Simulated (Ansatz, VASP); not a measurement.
## GeW in VASP and in Ansatz

```
CELL_PARAMETERS angstrom
3.18883 0.00000 0.00000
-1.59442 2.76161 0.00000
0.00000 0.00000 3.64949
ATOMIC_POSITIONS crystal
Ge 0.00000 0.00000 0.00000
W 0.66667 0.33333 0.50000
```

Alike in both runs: functional PBE; k mesh 6 × 6 × 6; occupations gaussian, width 0.1 eV; no spin polarisation.

Ansatz relaxed the structure, and its values are those at the end. VASP's run is a single point on that final structure, the one shown.

|  | VASP | Ansatz |
| --- | --- | --- |
| version | VASP 6.6.1 | Ansatz 0.2.0 |
| potentials or method | VASP PAW PBE potentials, release 64 (Ge_d, W_sv), cutoff 520 eV | scalar-relativistic, plane waves, PAW |
| valence electrons in the cell | 28 | 28 |

Ansatz gave:

```
gap on the k mesh at the Fermi level (eV) : none
pressure (GPa)                            : 0.1
```

Task: What did VASP give for the same quantities?

Result: gap on the k mesh at the Fermi level (eV): none; pressure (GPa): 0.4.

A gap of «none» marks a metal or a gap that the smearing closes. With one functional, cell and mesh, what is left measures potentials, basis and numerics.

The k mesh is coarse, so the values compare programs but aren't converged. Spin-orbit coupling is off throughout.
